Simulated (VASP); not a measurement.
# Pd (Fm-3m) in VASP: further runs, part 2 of 2

VASP 6.6.1. Earlier steps stand in the parts before.

## Step 5: Single point, LDA, collinear spin, ferromagnetic start

INCAR reads:

```
PREC     = Accurate       # precision mode
ENCUT    = 520            # plane-wave cutoff, eV
EDIFF    = 1E-7           # SCF threshold, eV
ISMEAR   = 0              # smearing method
SIGMA    = 0.2            # smearing width, eV
LREAL    = F              # projectors in reciprocal space
LASPH    = T              # aspherical terms in the spheres
NELM     = 150            # most SCF steps
ALGO     = Normal         # electronic algorithm
ISIF     = 2              # what is computed and relaxed
LWAVE    = F              # write WAVECAR
LCHARG   = T              # write CHGCAR
ISPIN    = 2              # spin polarisation
MAGMOM   = 0.5            # initial moments
LORBIT   = 11             # projections on sites
LMAXMIX  = 4              # l up to which the mixer works
LELF     = T              # ELF
LVHAR    = T            
NBANDS   = 15             # bands
```

KPOINTS reads:

```
Automatic mesh
0
Gamma
  14 14 14
```

POSCAR reads:

```
Pd
1.0
    0.0000000000      1.9202771092      1.9202771092
    1.9202771092      0.0000000000      1.9202771092
    1.9202771092      1.9202771092      0.0000000000
Pd
1
Direct
    0.0000000000      0.0000000000      0.0000000000
```

Potentials or basis: VASP PAW LDA potentials, release 64 (Pd).

Started as:

```console
> cat potpaw_LDA.64/Pd/POTCAR > POTCAR
> mpirun -np 1 vasp_std > vasp.out
```

OUTCAR:

```text
PREC = Accurate
   ENCUT = 520
   EDIFF = 1E-7
   ISMEAR = 0
   LREAL = F
   LASPH = T
   NELM = 150
   ISIF = 2
   ISPIN = 2
   LORBIT = 11

 ion  position               nearest neighbor table
   1  0.000  0.000  0.000-

  LATTYP: Found a face centered cubic cell.
 ALAT       =     3.8405542184

  Lattice vectors:

 A1 = (   0.0000000000,   1.9202771092,   1.9202771092)
 A2 = (   1.9202771092,   0.0000000000,   1.9202771092)
[... 1067 lines left out ...]
 [... further k-points ...]
[... 5 lines left out ...]
  --------------------------------------------------------------------------------------
  -------------------------------------------------------------------------------------
  Total        0.0384000      0.0384000      0.0384000      0.0000000      0.0000000     -0.0000000
  in kB        4.3443073      4.3443073      4.3443073      0.0000000      0.0000000     -0.0000000
  external PRESSURE =       4.3443073 kB  Pullay stress =       0.0000000 kB

 VOLUME and BASIS-vectors are now :
 -----------------------------------------------------------------------------
  energy-cutoff  :      520.00
  volume of cell :       14.16
      direct lattice vectors                 reciprocal lattice vectors
     0.000000000  1.920277109  1.920277109    -0.260379087  0.260379087  0.260379087
     1.920277109  0.000000000  1.920277109     0.260379087 -0.260379087  0.260379087
     1.920277109  1.920277109  0.000000000     0.260379087  0.260379087 -0.260379087

 POSITION                                       TOTAL-FORCE (eV/Angst)
 -----------------------------------------------------------------------------------
      0.00000      0.00000      0.00000         0.000000      0.000000      0.000000
 -----------------------------------------------------------------------------------
    total drift:                                0.000000      0.000000      0.000000

  FREE ENERGIE OF THE ION-ELECTRON SYSTEM (eV)
  ---------------------------------------------------
  free  energy   TOTEN  =        -6.5097172933 eV

  energy  without entropy=       -6.4620535656  energy(sigma->0) =       -6.48588543

 total charge

# of ion       s       p       d       tot
------------------------------------------
    1        0.514   0.530   8.483   9.528

 magnetization (x)

# of ion       s       p       d       tot
------------------------------------------
    1        0.000   0.000   0.000   0.000
```

OSZICAR:

```text
N       E                     dE             d eps       ncg     rms          rms(c)
DAV:   1     0.459418970777E+02    0.45942E+02   -0.45115E+03  6272   0.594E+02
DAV:   2    -0.605050608609E+01   -0.51992E+02   -0.49653E+02  8053   0.163E+02
DAV:   3    -0.685355750723E+01   -0.80305E+00   -0.79848E+00  8200   0.199E+01
DAV:   4    -0.685573368283E+01   -0.21762E-02   -0.21760E-02  7480   0.110E+00
DAV:   5    -0.685574665406E+01   -0.12971E-04   -0.12969E-04  8238   0.742E-02    0.924E+00
DAV:   6    -0.653023983229E+01    0.32551E+00   -0.11723E+00  8928   0.691E+00    0.438E+00
DAV:   7    -0.651475493725E+01    0.15485E-01   -0.19639E-02  8300   0.808E-01    0.228E+00
DAV:   8    -0.650964440316E+01    0.51105E-02   -0.12841E-03  8753   0.286E-01    0.918E-01
DAV:   9    -0.650964430299E+01    0.10018E-06   -0.27513E-04  8069   0.937E-02    0.854E-02
DAV:  10    -0.650967522128E+01   -0.30918E-04   -0.44124E-05  8737   0.345E-02    0.488E-02
DAV:  11    -0.650971252808E+01   -0.37307E-04   -0.49212E-05  8284   0.345E-02    0.212E-02
DAV:  12    -0.650971652228E+01   -0.39942E-05   -0.55826E-06  8565   0.132E-02    0.636E-03
DAV:  13    -0.650971715466E+01   -0.63238E-06   -0.81913E-07  8090   0.436E-03    0.497E-03
DAV:  14    -0.650971729214E+01   -0.13748E-06   -0.45770E-07  7788   0.343E-03    0.134E-03
DAV:  15    -0.650971729329E+01   -0.11485E-08   -0.39321E-08  5199   0.123E-03
   1 F= -.65097173E+01 E0= -.64858854E+01  d E =-.476637E-01  mag=    -0.0001
```

stdout:

```text
POSCAR found type information on POSCAR Pd
 POSCAR found :  1 types and       1 ions
 scaLAPACK will be used
 LDA part: xc-table for (Slater(with rela. corr.)+CA(PZ))
 , standard interpolation
 POSCAR, INCAR and KPOINTS ok, starting setup
 FFT: planning ... GRIDC
 FFT: planning ... GRID_SOFT
 FFT: planning ... GRID
 WAVECAR not read
 entering main loop
```

It took 20 s on 1 thread of Intel Xeon 6975P-C (Granite Rapids), shared host; peak memory 0.14 GiB.

What came out:

```yaml
Free_energy: -6.5097 eV
Pressure: 0.4 GPa
Band_gap_on_the_k_mesh: zero (filled and empty bands overlap)
Net_moment: 0.00 μB per cell
Valence_electrons_inside_the_program's_atomic_spheres: Pd 9.53
```

Levels at points of the mesh, in eV from the Fermi level:
Spin up:
| k point | band 2 | band 3 | band 4 | band 5 | band 6 | band 7 | band 8 | band 9 |
| --- | --- | --- | --- | --- | --- | --- | --- | --- |
| (0.00, 0.00, 0.00) | -3.07 | -3.07 | -3.07 | -1.32 | -1.32 | 17.13 | 22.09 | 22.09 |
| (0.50, 0.00, 0.00) | -3.12 | -3.12 | -0.03 | -0.03 | 0.85 | 7.58 | 16.52 | 21.31 |
| (0.50, 0.50, 0.00) | -5.50 | -0.04 | 0.31 | 0.31 | 3.24 | 11.14 | 13.28 | 13.28 |
Spin down:
| k point | band 2 | band 3 | band 4 | band 5 | band 6 | band 7 | band 8 | band 9 |
| --- | --- | --- | --- | --- | --- | --- | --- | --- |
| (0.00, 0.00, 0.00) | -3.07 | -3.07 | -3.07 | -1.32 | -1.32 | 17.13 | 22.09 | 22.09 |
| (0.50, 0.00, 0.00) | -3.12 | -3.12 | -0.03 | -0.03 | 0.85 | 7.58 | 16.52 | 21.31 |
| (0.50, 0.50, 0.00) | -5.50 | -0.04 | 0.31 | 0.31 | 3.24 | 11.14 | 13.28 | 13.28 |

## Step 6: Single point, LDA, collinear spin, ferromagnetic start

INCAR reads:

```
PREC = Accurate
ENCUT = 520
EDIFF = 1E-6
ISMEAR = 0
SIGMA = 0.3
LREAL = False
LASPH = True
NELM = 150
ALGO = Normal
ISIF = 2
LWAVE = False
LCHARG = False
ISPIN = 2
MAGMOM = 0.5
LORBIT = 11
LMAXMIX = 4
NBANDS = 15
```

KPOINTS reads:

```
regular mesh
0
Gamma
  14 14 14
```

POSCAR is that of step 5.

Potentials or basis: VASP PAW LDA potentials, release 64 (Pd).

Started as:

```console
> cat potpaw_LDA.64/Pd/POTCAR > POTCAR
> mpirun -np 1 vasp_std > vasp.out
```

It took 15 s on 1 thread of Intel Xeon 6975P-C (Granite Rapids), shared host; peak memory 0.14 GiB.

The run converged. Its results:

| Property | Result |
| --- | --- |
| Free energy | -6.5365 eV |
| Pressure | 0.7 GPa |
| Band gap on the k mesh | zero (filled and empty bands overlap) |
| Net moment | 0.00 μB per cell |
| Valence electrons inside the program's atomic spheres | Pd 9.53 |

Levels at points of the mesh, in eV from the Fermi level:
Spin up:
```tsv
k point	band 2	band 3	band 4	band 5	band 6	band 7	band 8	band 9
(0.00, 0.00, 0.00)	-3.09	-3.09	-3.09	-1.34	-1.34	17.11	22.06	22.06
(0.50, 0.00, 0.00)	-3.14	-3.14	-0.05	-0.05	0.82	7.56	16.49	21.29
(0.50, 0.50, 0.00)	-5.52	-0.07	0.29	0.29	3.22	11.12	13.26	13.26
```
Spin down:
| k point | band 1 | band 2 | band 3 | band 4 | band 5 | band 6 | band 7 | band 8 | band 9 | band 10 |
| --- | --- | --- | --- | --- | --- | --- | --- | --- | --- | --- |
| (0.00, 0.00, 0.00) | -7.59 | -3.09 | -3.09 | -3.09 | -1.34 | -1.34 | 17.11 | 22.06 | 22.06 | 22.06 |
| (0.50, 0.00, 0.00) | -5.71 | -3.14 | -3.14 | -0.05 | -0.05 | 0.82 | 7.56 | 16.49 | 21.29 | 21.29 |
| (0.50, 0.50, 0.00) | -5.82 | -5.52 | -0.07 | 0.29 | 0.29 | 3.22 | 11.12 | 13.26 | 13.26 | 22.09 |

## Step 7: Overview

| smearing | gap on the mesh (eV) | pressure (GPa) | moment (μB) |
| --- | --- | --- | --- |
| gaussian 0.01 eV | none | 0.4 | 0.32 |
| gaussian 0.03 eV | none | 0.4 | 0.32 |
| gaussian 0.1 eV | none | 0.2 | 0.00 |
| gaussian 0.2 eV | none | 0.4 | 0.00 |
| gaussian 0.3 eV | none | 0.7 | 0.00 |

Alike in all rows: task single point; level LDA; potentials or basis VASP PAW LDA potentials, release 64 (Pd); spin collinear, ferromagnetic start; cell as given; k mesh 14 × 14 × 14; cutoff (eV) 520.

Every run on the cell as given and a fine mesh finds a metal.

Total energies depend on the potentials used, so only differences within one code and one set of settings carry meaning.
